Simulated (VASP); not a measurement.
# Hf2C (R-3m) in VASP: relaxation of cell and atoms with PBEsol

Aim: the relaxation of cell and atoms of Hf2C with PBEsol.

Everything below comes from runs of VASP 6.6.1. Logs are shortened: lines on timing, memory, paths and dates and some standing lists are left out, and cuts for length are marked.

## 1. The cell of the first run

The structure is trigonal, space group R-3m (No. 166). The conventional cell has a = 3.252 Å, b = 3.252 Å, c = 15.656 Å, α = 90.00°, β = 90.00°, γ = 120.00°. Within 3.0 Å of Hf (site symmetry 3m) lie 3 C at 2.25 Å. Within 3.0 Å of C (site symmetry -3m) lie 6 Hf at 2.25 Å.

## 2. Relaxation of cell and atoms, PBEsol

INCAR

```
PREC = Accurate
ENCUT = 600
EDIFF = 1E-7
ISMEAR = 0
SIGMA = 0.1
LREAL = F
LASPH = T
NELM = 80
ALGO = Normal
ISIF = 3
LWAVE = F
LCHARG = F
GGA = PS
IBRION = 2
NSW = 80
EDIFFG = -0.01
```

KPOINTS

```
Automatic mesh
0
Gamma
  18 18 18
```

POSCAR

```
Hf2C
1.0
    1.6261878774      0.9388800088      5.2186528604
   -1.6261878774      0.9388800088      5.2186528604
    0.0000000000     -1.8777600175      5.2186528604
Hf C
2 1
Direct
    0.2460824126      0.2460824126      0.2460824126
    0.7539175874      0.7539175874      0.7539175874
    0.5000000000      0.5000000000      0.5000000000
```

Potentials or basis: VASP PAW PBE potentials, release 64 (Hf_pv, C).

Launch:

```bash
cat potpaw_PBE.64/Hf_pv/POTCAR potpaw_PBE.64/C/POTCAR > POTCAR
mpirun -np 1 vasp_std > vasp.out
```

OUTCAR:

```text
PREC = Accurate
   ENCUT = 600
   EDIFF = 1E-7
   ISMEAR = 0
   LREAL = F
   LASPH = T
   NELM = 80
   ISIF = 3
   GGA = PS
   IBRION = 2
   NSW = 80
   EDIFFG = -0.01

 ion  position               nearest neighbor table
   1  0.246  0.246  0.246-   3 2.25   3 2.25   3 2.25   2 3.12   2 3.12   2 3.12   2 3.32   2 3.32
                             2 3.32
   2  0.754  0.754  0.754-   3 2.25   3 2.25   3 2.25   1 3.12   1 3.12   1 3.12   1 3.32   1 3.32
                             1 3.32
   3  0.500  0.500  0.500-   1 2.25   2 2.25   1 2.25   1 2.25   2 2.25   2 2.25

  LATTYP: Found a trigonal (rhomboedric) cell.
 ALAT       =     5.5461987307
 COS(alpha) =     0.8280585520

  Lattice vectors:

 A1 = (   1.6261878774,   0.9388800088,   5.2186528604)
 A2 = (  -1.6261878774,   0.9388800088,   5.2186528604)
 A3 = (   0.0000000000,  -1.8777600175,   5.2186528604)

Analysis of symmetry for initial positions (statically):
=====================================================================
 Subroutine PRICEL returns:
 Original cell was already a primitive cell.

 Routine SETGRP: Setting up the symmetry group for a
 trigonal (rhombohedral) supercell.

 Subroutine GETGRP returns: Found 12 space group operations
 (whereof 12 operations were pure point group operations)
 out of a pool of 12 trial point group operations.

The static configuration has the point symmetry D_3d.

Analysis of symmetry for dynamics (positions and initial velocities):
=====================================================================
 Subroutine PRICEL returns:
 Original cell was already a primitive cell.

 Routine SETGRP: Setting up the symmetry group for a
 trigonal (rhombohedral) supercell.

 Subroutine GETGRP returns: Found 12 space group operations
 (whereof 12 operations were pure point group operations)
 out of a pool of 12 trial point group operations.

The dynamic configuration has the point symmetry D_3d.

 Subroutine INISYM returns: Found 12 space group operations
 (whereof 12 operations are pure point group operations),
 and found     1 'primitive' translations

----------------------------------------------------------------------------------------

                                     Primitive cell

  volume of cell :      47.8069

  direct lattice vectors                    reciprocal lattice vectors
     1.626187877  0.938880009  5.218652860     0.307467548  0.177516472  0.063873444
    -1.626187877  0.938880009  5.218652860    -0.307467548  0.177516472  0.063873444
     0.000000000 -1.877760017  5.218652860     0.000000000 -0.355032944  0.063873444

[... 94 lines left out ...]
   TEBEG  =    0.0;   TEEND  =   0.0 temperature during run
   PSTRESS=    0.0 pullay stress
   NELECT =      24.0000    total number of electrons
   NUPDOWN=      -1.0000    fix difference up-down
   EMIN   =  10.00;   EMAX   =-10.00  energy-range for DOS
   EFERMI =   0.00;   METHOD = LEGACY
   ISMEAR =     0;   SIGMA  =   0.10  broadening in eV -4-tet -1-fermi 0-gaus
   EFERMI_NEDOS =   21; number of points for ismear=-14 and -15
   IALGO  =     38    algorithm
   IMIX   =      4    mixing-type and parameters
     AMIX     =   0.40;   BMIX     =  1.00
     AMIX_MAG =   1.60;   BMIX_MAG =  1.00
  volume/ion in A,a.u.               =      15.94       107.54
  Fermi-wavevector in a.u.,A,eV,Ry     =   1.301113  2.458747 23.033243  1.692896
  Thomas-Fermi vector in A             =   2.432268
   LORBIT       =      0    0 simple, 1 ext, 2 COOP (PROOUT), +10 PAW based schemes
   GGA     = PS    functional components
   LHFCALC =     F    Hartree Fock is set to
   AEXX    =    0.0000 exact exchange contribution
   IVDW    =     0    specifies the selected vdW correction
   LEPSILON=     F    determine dielectric tensor
   LRPA    =     F    only Hartree local field effects (RPA)
 conjugate gradient relaxation of ions
 non-spin polarized calculation
 Gauss-broadening in eV      SIGMA  =   0.10
  energy-cutoff  :      600.00
  volume of cell :       47.81
 maximum number of plane-waves:      1619
 NGX is ok and might be reduce to    48
   NGX = 23   NGY = 23   NGZ = 23

--------------------------------------- Ionic step        1  -------------------------------------------

 number of electron      24.0000000 magnetization

 Free energy of the ion-electron system (eV)
  ---------------------------------------------------
  ext. energy  EPLUGINS =         0.00000000
  ---------------------------------------------------
  free energy    TOTEN  =       -32.81738923 eV

  energy without entropy =      -32.80931773  energy(sigma->0) =      -32.81335348

------------------------ aborting loop because EDIFF is reached ----------------------------------------

  FORCE on cell =-STRESS in cart. coord.  units (eV):
  Direction    XX          YY          ZZ          XY          YZ          ZX
  --------------------------------------------------------------------------------------
  -------------------------------------------------------------------------------------
  Total       -0.0975277     -0.0975277     -0.2687792      0.0000000     -0.0000000     -0.0000000
  in kB       -3.2684968     -3.2684968     -9.0077385      0.0000000     -0.0000000     -0.0000000
  external PRESSURE =      -5.1815773 kB  Pullay stress =       0.0000000 kB
[... 98 lines left out ...]
--------------------------------------- Ionic step        4  -------------------------------------------

 number of electron      24.0000000 magnetization

 Free energy of the ion-electron system (eV)
  ---------------------------------------------------
  ext. energy  EPLUGINS =         0.00000000
  ---------------------------------------------------
  free energy    TOTEN  =       -32.81778960 eV

  energy without entropy =      -32.80964149  energy(sigma->0) =      -32.81371554

 E-fermi :   5.3362     XC(G=0): -11.8546

 val. band max:        5.3340668645   @ k =   0.5000   0.0000  -0.0000
 cond. band min:       5.3417581897   @ k =   0.4444   0.4444   0.3889
 fundamental gap:      0.0076913252
 Fermi energy:         5.3361886357

 k-point     1 :       0.0000    0.0000    0.0000
  band No.  band energies     occupation
      1     -25.2989      2.00000
      2     -24.5740      2.00000
      3     -24.5740      2.00000
      4     -24.4874      2.00000
      5     -24.4714      2.00000
      6     -24.4714      2.00000
[... 433 lines left out ...]
      3     -24.7589      2.00000
      4     -24.6433      2.00000
      5     -24.5664      2.00000
      6     -24.5224      2.00000
[... 8 lines left out ...]
     15       7.6391      0.00000
     16       9.1992      0.00000

 [... further k-points ...]
[... 5 lines left out ...]
  --------------------------------------------------------------------------------------
  -------------------------------------------------------------------------------------
  Total        0.0016115      0.0016115     -0.0017565      0.0000000     -0.0000000      0.0000000
  in kB        0.0541272      0.0541272     -0.0589977      0.0000000     -0.0000000      0.0000000
  external PRESSURE =       0.0164189 kB  Pullay stress =       0.0000000 kB
[... 18 lines left out ...]
  FREE ENERGIE OF THE ION-ELECTRON SYSTEM (eV)
  ---------------------------------------------------
  free  energy   TOTEN  =       -32.8177895973 eV

  energy  without entropy=      -32.8096414922  energy(sigma->0) =      -32.81371554

 reached required accuracy - stopping structural energy minimisation
```

Wall time 46 min (1 thread of Intel Xeon Platinum 8259CL at 2.50GHz (Skylake/Cascade Lake), shared host); peak memory 0.78 GiB.

What came out:

| Quantity | Value |
| --- | --- |
| Free energy | -32.8178 eV |
| Relaxed volume | 15.90 Å³/atom |
| Relaxed cell | a = 5.534 Å, b = 5.534 Å, c = 5.534 Å, α = 34.18°, β = 34.18°, γ = 34.18° |
| Space group after relaxing (to 0.05 Å) | R-3m (No. 166) |
| Energy gained by relaxing | 0.1 meV/atom |
| Ionic steps | 4 |
| Pressure after relaxing | 0.0 GPa |
| Largest force after relaxing | 0.003 eV/Å |
| Band gap on the k mesh | zero (band 12 reaches 6.47 eV, above the bottom of band 13 at 4.91 eV) |

Forces in eV/Å, atoms in the order of the input:
```
Hf   0.000  0.000  0.003
Hf   0.000  0.000 -0.003
C    0.000  0.000  0.000
```

Step by step:
```
step  energy change (eV)  largest force (eV/Å)  pressure (GPa)  volume (Å³)
   1              0.0000                0.0575           -0.52        47.81
   2              0.0006                0.0950            1.12        47.45
   3             -0.0003                0.0004            0.09        47.67
   4             -0.0004                0.0032            0.00        47.70
```

Final structure:
```cif
data_structure
_symmetry_space_group_name_H-M 'P 1'
_symmetry_Int_Tables_number 1
_cell_length_a 5.5339
_cell_length_b 5.5339
_cell_length_c 5.5339
_cell_angle_alpha 34.183
_cell_angle_beta 34.183
_cell_angle_gamma 34.183
_cell_volume 47.70
loop_
_atom_site_label
_atom_site_type_symbol
_atom_site_fract_x
_atom_site_fract_y
_atom_site_fract_z
_atom_site_occupancy
Hf1 Hf 0.24600 0.24600 0.24600 1
Hf2 Hf 0.75400 0.75400 0.75400 1
C1 C 0.50000 0.50000 0.50000 1
```

Levels at points of the mesh, in eV from the Fermi level:
```
           k point  band 10  band 11  band 12  band 13  band 14  band 15
(0.00, 0.00, 0.00)    -2.82    -2.72     1.04     1.04     1.47     3.57
(0.50, 0.00, 0.00)    -2.57    -1.73    -1.13     0.00     3.01     3.06
(0.50, 0.50, 0.00)    -2.81    -2.15    -1.04     1.04     3.99     4.05
(0.50, 0.50, 0.50)    -2.66    -1.26    -0.13     1.49     1.49     3.30
```

Caveat: the PAW data sets were made with another functional, which shifts forces and pressure a little; spin-orbit coupling is left out, which moves the levels of the heavy elements.
